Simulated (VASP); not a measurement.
# ZrB2 (P6/mmm) in VASP: notebook

ZrB2 is run at these levels: PBEsol; tasks: single point.

Everything below comes from runs of VASP 6.6.1. Logs are shortened: lines on timing, memory, paths and dates and some standing lists are left out, and cuts for length are marked.

## 1. The cell of the first run

Symmetry: P6/mmm, No. 191, hexagonal system. The conventional cell has a = 3.186 Å, b = 3.186 Å, c = 3.498 Å, α = 90.00°, β = 90.00°, γ = 120.00°. Within 3.3 Å of Zr (site symmetry 6/mmm) lie 12 B at 2.54 Å and 6 Zr at 3.19 Å. Within 2.4 Å of B (site symmetry -6m2) lie 3 B at 1.84 Å.

## 2. Single point, PBEsol

File INCAR:

```
PREC     = Accurate       # precision mode
ENCUT    = 500            # plane-wave cutoff, eV
EDIFF    = 1E-6           # SCF threshold, eV
ISMEAR   = -1             # smearing method
SIGMA    = 0.1            # smearing width, eV
LREAL    = False          # projectors in reciprocal space
LASPH    = True           # aspherical terms in the spheres
NELM     = 120            # most SCF steps
ALGO     = Normal         # electronic algorithm
ISIF     = 2              # what is computed and relaxed
LWAVE    = False          # write WAVECAR
LCHARG   = False          # write CHGCAR
GGA      = PS             # functional
NBANDS   = 16             # bands
GGA_COMPAT= False
```

File KPOINTS:

```
Automatic mesh
0
Gamma
  13 13 10
```

File POSCAR:

```
ZrB2
1.0
    3.1858500000      0.0000000000      0.0000000000
   -1.5929250000      2.7590275050      0.0000000000
    0.0000000000      0.0000000000      3.4979332195
Zr B
1 2
Direct
    0.0000000000      0.0000000000      0.0000000000
    0.3333333333      0.6666666667      0.5000000000
    0.6666666667      0.3333333333      0.5000000000
```

Potentials or basis: VASP PAW PBE potentials, release 64 (Zr_sv, B).

Run with:

```
$ cat potpaw_PBE.64/Zr_sv/POTCAR potpaw_PBE.64/B/POTCAR > POTCAR
$ mpirun -np 1 vasp_std > vasp.out
```

OUTCAR:

```text
PREC = Accurate
   ENCUT = 500
   EDIFF = 1E-6
   ISMEAR = -1
   LREAL = False
   LASPH = True
   NELM = 120
   ISIF = 2
   GGA = PS

 ion  position               nearest neighbor table
   1  0.000  0.000  0.000-   2 2.54   3 2.54   2 2.54   3 2.54   3 2.54   3 2.54   2 2.54   2 2.54
                             3 2.54   3 2.54   2 2.54   2 2.54
   2  0.333  0.667  0.500-   3 1.84   3 1.84   3 1.84   1 2.54   1 2.54   1 2.54   1 2.54   1 2.54
                             1 2.54
   3  0.667  0.333  0.500-   2 1.84   2 1.84   2 1.84   1 2.54   1 2.54   1 2.54   1 2.54   1 2.54
                             1 2.54

  LATTYP: Found a hexagonal cell.
 ALAT       =     3.1858500000
 C/A-ratio  =     1.0979591693

  Lattice vectors:

 A1 = (   3.1858500000,   0.0000000000,   0.0000000000)
 A2 = (  -1.5929250000,   2.7590275050,   0.0000000000)
 A3 = (   0.0000000000,   0.0000000000,   3.4979332195)

Analysis of symmetry for initial positions (statically):
=====================================================================
 Subroutine PRICEL returns:
 Original cell was already a primitive cell.

 Routine SETGRP: Setting up the symmetry group for a
 hexagonal supercell.

 Subroutine GETGRP returns: Found 24 space group operations
 (whereof 24 operations were pure point group operations)
 out of a pool of 24 trial point group operations.

The static configuration has the point symmetry D_6h.

Analysis of symmetry for dynamics (positions and initial velocities):
=====================================================================
 Subroutine PRICEL returns:
 Original cell was already a primitive cell.

 Routine SETGRP: Setting up the symmetry group for a
 hexagonal supercell.

 Subroutine GETGRP returns: Found 24 space group operations
 (whereof 24 operations were pure point group operations)
 out of a pool of 24 trial point group operations.

The dynamic configuration has the point symmetry D_6h.

 Subroutine INISYM returns: Found 24 space group operations
 (whereof 24 operations are pure point group operations),
 and found     1 'primitive' translations

----------------------------------------------------------------------------------------

                                     Primitive cell

  volume of cell :      30.7463

  direct lattice vectors                    reciprocal lattice vectors
     3.185850000  0.000000000  0.000000000     0.313887973  0.181223275  0.000000000
    -1.592925000  2.759027505  0.000000000     0.000000000  0.362446550  0.000000000
     0.000000000  0.000000000  3.497933220     0.000000000  0.000000000  0.285883102

  length of vectors
     3.185850000  3.185850409  3.497933220     0.362446596  0.362446550  0.285883102

  position of ions in fractional coordinates (direct lattice)
     0.000000000  0.000000000  0.000000000
     0.333333333  0.666666667  0.500000000
     0.666666667  0.333333333  0.500000000

  ion indices of the primitive-cell ions
   primitive index   ion index
                 1           1
                 2           2
                 3           3

----------------------------------------------------------------------------------------

 KPOINTS: Automatic mesh

Automatic generation of k-mesh.
 Grid dimensions read from file:
 generate k-points for:   13   13   10

 Generating k-lattice:

  Cartesian coordinates                     Fractional coordinates (reciprocal lattice)
     0.024145229  0.013940252  0.000000000     0.076923077  0.000000000  0.000000000
     0.000000000  0.027880504  0.000000000     0.000000000  0.076923077  0.000000000
     0.000000000  0.000000000  0.028588310     0.000000000  0.000000000  0.100000000

  Length of vectors
     0.027880507  0.027880504  0.028588310

  Shift w.r.t. Gamma in fractional coordinates (k-lattice)
     0.000000000  0.000000000  0.000000000

 Subroutine IBZKPT returns following result:
 ===========================================

 Found    126 irreducible k-points:

 Following reciprocal coordinates:
            Coordinates               Weight
  0.000000  0.000000  0.000000      1.000000
  0.076923 -0.000000  0.000000      6.000000
  0.153846 -0.000000  0.000000      6.000000
  0.230769 -0.000000  0.000000      6.000000
  0.307692 -0.000000  0.000000      6.000000
  0.384615  0.000000  0.000000      6.000000
[... 16 lines left out ...]
  0.076923 -0.000000  0.100000     12.000000
  0.153846 -0.000000  0.100000     12.000000
 [... further k-points ...]
   k-points           NKPTS =    126   k-points in BZ     NKDIM =    126   number of bands    NBANDS=     16
   number of dos      NEDOS =    301   number of ions     NIONS =      3
   total plane-waves  NPLWV =  16128
   dimension x,y,z NGX =    24 NGY =   24 NGZ =   28
   dimension x,y,z NGXF=    48 NGYF=   48 NGZF=   56
   ions per type =               1   2
   NGX,Y,Z   is equivalent  to a cutoff of  12.52, 12.52, 13.31 a.u.
   NGXF,Y,Z  is equivalent  to a cutoff of  25.05, 25.05, 26.62 a.u.
 SYSTEM =  unknown system
   PREC   = accura    normal or accurate (medium, high low for compatibility)
   ISTART =      0    job   : 0-new  1-cont  2-samecut
   ICHARG =      2    charge: 1-file 2-atom 10-const
   ISPIN  =      1    spin polarized calculation?
   LNONCOLLINEAR =      F non collinear calculations
   LSORBIT =      F    spin-orbit coupling
   LASPH  =      T    aspherical Exc in radial PAW
   ENCUT  =  500.0 eV  36.75 Ry    6.06 a.u.   5.81  5.81  6.38*2*pi/ulx,y,z
   NELM   =    120;   NELMIN=  2; NELMDL= -5     # of ELM steps
   EDIFF  = 0.1E-05   stopping-criterion for ELM
   LREAL  =      F    real-space projection
   EDIFFG = 0.1E-04   stopping-criterion for IOM
   NSW    =      0    number of steps for IOM
   IBRION =     -1    ionic relax: 0-MD 1-quasi-New 2-CG
   NFREE  =      0    steps in history (QN), initial steepest desc. (CG)
   ISIF   =      2    stress and relaxation
   ISYM   =      2    0-nonsym 1-usesym 2-fastsym
   POTIM  = 0.5000    time-step for ionic-motion
   TEBEG  =    0.0;   TEEND  =   0.0 temperature during run
   PSTRESS=    0.0 pullay stress
   NELECT =      18.0000    total number of electrons
   NUPDOWN=      -1.0000    fix difference up-down
   EMIN   =  10.00;   EMAX   =-10.00  energy-range for DOS
   EFERMI =   0.00;   METHOD = LEGACY
   ISMEAR =    -1;   SIGMA  =   0.10  broadening in eV -4-tet -1-fermi 0-gaus
   EFERMI_NEDOS =   21; number of points for ismear=-14 and -15
   IALGO  =     38    algorithm
   IMIX   =      4    mixing-type and parameters
     AMIX     =   0.40;   BMIX     =  1.00
     AMIX_MAG =   1.60;   BMIX_MAG =  1.00
  volume/ion in A,a.u.               =      10.25        69.16
  Fermi-wavevector in a.u.,A,eV,Ry     =   1.369519  2.588016 25.518844  1.875582
  Thomas-Fermi vector in A             =   2.495387
   LORBIT       =      0    0 simple, 1 ext, 2 COOP (PROOUT), +10 PAW based schemes
   GGA     = PS    functional components
   LHFCALC =     F    Hartree Fock is set to
   AEXX    =    0.0000 exact exchange contribution
   IVDW    =     0    specifies the selected vdW correction
   LEPSILON=     F    determine dielectric tensor
   LRPA    =     F    only Hartree local field effects (RPA)
 non-spin polarized calculation
  energy-cutoff  :      500.00
  volume of cell :       30.75
 maximum number of plane-waves:       794
 NGX is ok and might be reduce to    24
   NGX = 11   NGY = 11   NGZ = 13

 number of electron      18.0000000 magnetization

 Free energy of the ion-electron system (eV)
  ---------------------------------------------------
  ext. energy  EPLUGINS =         0.00000000
  ---------------------------------------------------
  free energy    TOTEN  =       -26.39748164 eV

  energy without entropy =      -26.38829194  energy(sigma->0) =      -26.39288679

 E-fermi :  10.4706     XC(G=0): -12.5399

 val. band max:       10.4205269750   @ k =   0.2308   0.2308   0.0000
 cond. band min:      10.5737528685   @ k =   0.0769   0.0769   0.3000
 fundamental gap:      0.1532258934
 Fermi energy:        10.4705674563

 k-point     1 :       0.0000    0.0000    0.0000
  band No.  band energies     occupation
      1     -38.0518      2.00000
      2     -16.2670      2.00000
      3     -15.7364      2.00000
      4     -15.7364      2.00000
      5      -2.2487      2.00000
      6       7.7051      2.00000
[... 8 lines left out ...]
     15      15.4668      0.00000
     16      15.4668      0.00000

 k-point     2 :       0.0769   -0.0000    0.0000
  band No.  band energies     occupation
      1     -38.0455      2.00000
      2     -16.2575      2.00000
      3     -15.7931      2.00000
      4     -15.7487      2.00000
      5      -2.1299      2.00000
      6       7.3612      2.00000
[... 8 lines left out ...]
     15      16.0507      0.00000
     16      16.3345      0.00000

 k-point     3 :       0.1538   -0.0000    0.0000
  band No.  band energies     occupation
      1     -38.0279      2.00000
      2     -16.2310      2.00000
      3     -15.9473      2.00000
      4     -15.7826      2.00000
      5      -1.7855      2.00000
      6       6.5250      2.00000
[... 8 lines left out ...]
     15      16.9034      0.00000
     16      17.2373      0.00000

 k-point     4 :       0.2308   -0.0000    0.0000
  band No.  band energies     occupation
      1     -38.0030      2.00000
      2     -16.1933      2.00000
      3     -16.1579      2.00000
      4     -15.8299      2.00000
      5      -1.2458      2.00000
      6       5.4857      2.00000
[... 8 lines left out ...]
     15      17.3858      0.00000
     16      18.5660      0.00000
[... 324 lines left out ...]
 k-point    22 :       0.0000    0.0000    0.1000
  band No.  band energies     occupation
      1     -38.0497      2.00000
      2     -16.3067      2.00000
      3     -15.7337      2.00000
      4     -15.7336      2.00000
      5      -2.0959      2.00000
      6       6.9492      2.00000
[... 8 lines left out ...]
     15      16.4647      0.00000
     16      16.4647      0.00000

 k-point    23 :       0.0769   -0.0000    0.1000
  band No.  band energies     occupation
      1     -38.0434      2.00000
      2     -16.2968      2.00000
      3     -15.7900      2.00000
      4     -15.7459      2.00000
      5      -1.9813      2.00000
      6       6.9908      2.00000
[... 8 lines left out ...]
     15      16.4544      0.00000
     16      16.8160      0.00000

 k-point    24 :       0.1538   -0.0000    0.1000
  band No.  band energies     occupation
      1     -38.0258      2.00000
      2     -16.2694      2.00000
      3     -15.9432      2.00000
      4     -15.7795      2.00000
      5      -1.6498      2.00000
      6       6.5347      2.00000
[... 8 lines left out ...]
     15      16.8746      0.00000
     16      17.8243      0.00000

 [... further k-points ...]
[... 5 lines left out ...]
  --------------------------------------------------------------------------------------
  -------------------------------------------------------------------------------------
  Total       -1.0408607     -1.0408611     -0.1753873      0.0000000      0.0000000      0.0000000
  in kB      -54.2388315    -54.2388501     -9.1393634      0.0000000      0.0000000      0.0000000
  external PRESSURE =     -39.2056816 kB  Pullay stress =       0.0000000 kB

 VOLUME and BASIS-vectors are now :
 -----------------------------------------------------------------------------
  energy-cutoff  :      500.00
  volume of cell :       30.75
      direct lattice vectors                 reciprocal lattice vectors
     3.185850000  0.000000000  0.000000000     0.313887973  0.181223275  0.000000000
    -1.592925000  2.759027505  0.000000000     0.000000000  0.362446550  0.000000000
     0.000000000  0.000000000  3.497933220     0.000000000  0.000000000  0.285883102

 POSITION                                       TOTAL-FORCE (eV/Angst)
 -----------------------------------------------------------------------------------
      0.00000      0.00000      0.00000         0.000000     -0.000000      0.000000
     -0.00000      1.83935      1.74897         0.000000      0.000000      0.000000
      1.59293      0.91968      1.74897        -0.000000     -0.000000      0.000000
 -----------------------------------------------------------------------------------
    total drift:                               -0.000000      0.000000     -0.000000

  FREE ENERGIE OF THE ION-ELECTRON SYSTEM (eV)
  ---------------------------------------------------
  free  energy   TOTEN  =       -26.3974816392 eV

  energy  without entropy=      -26.3882919364  energy(sigma->0) =      -26.39288679
```

It took 18 s on 1 thread of Intel Xeon 6975P-C (Granite Rapids), shared host; peak memory 0.18 GiB.

Results:

```yaml
Free_energy: -26.3975 eV
Pressure: -3.9 GPa
Band_gap_on_the_k_mesh: zero (band 9 reaches 11.16 eV, above the bottom of band 10 at 10.18 eV)
```

Stress tensor (GPa, compression positive):
```
-5.42  0.00  0.00
 0.00 -5.42  0.00
 0.00  0.00 -0.91
```

Caveat: the PAW data sets were made with another functional, which shifts forces and pressure a little.

## 3. Single point, PBEsol

File INCAR:

```
  PREC = Accurate
  ENCUT = 500
  EDIFF = 1E-6
  ISMEAR = -1
  SIGMA = 0.1
  LREAL = False
  LASPH = True
  NELM = 120
  ALGO = Normal
  ISIF = 2
  LWAVE = False
  LCHARG = False
  GGA = PS
  NBANDS = 16
  GGA_COMPAT = False
```

KPOINTS is that of step 2.

File POSCAR:

```
ZrB2
1.0
    3.2017000000      0.0000000000      0.0000000000
   -1.6008500000      2.7727540100      0.0000000000
    0.0000000000      0.0000000000      3.4633859426
Zr B
1 2
Direct
    0.0000000000      0.0000000000      0.0000000000
    0.3333333333      0.6666666667      0.5000000000
    0.6666666667      0.3333333333      0.5000000000
```

Potentials or basis: VASP PAW PBE potentials, release 64 (Zr_sv, B).

Run with:

```
$ cat potpaw_PBE.64/Zr_sv/POTCAR potpaw_PBE.64/B/POTCAR > POTCAR
$ mpirun -np 1 vasp_std > vasp.out
```

It took 18 s on 1 thread of Intel Xeon 6975P-C (Granite Rapids), shared host; peak memory 0.18 GiB.

It converged, with:

```
Free energy            : -26.3842 eV
Pressure               : -4.1 GPa
Band gap on the k mesh : zero (band 9 reaches 11.13 eV, above the bottom of band 10 at 10.24 eV)
```

Stress tensor (GPa, compression positive):
```
-7.21  0.00  0.00
 0.00 -7.21  0.00
 0.00  0.00  2.22
```

Levels at points of the mesh, in eV from the Fermi level:
| k point | band 6 | band 7 | band 8 | band 9 | band 10 | band 11 | band 12 | band 13 |
| --- | --- | --- | --- | --- | --- | --- | --- | --- |
| (0.00, 0.00, 0.00) | -2.86 | -2.86 | -2.58 | -2.12 | 3.35 | 3.35 | 4.41 | 4.41 |
| (0.00, 0.00, 0.50) | -6.99 | -1.09 | -1.09 | 0.00 | 0.00 | 0.72 | 0.72 | 2.29 |

Caveat: the PAW data sets were made with another functional, which shifts forces and pressure a little.
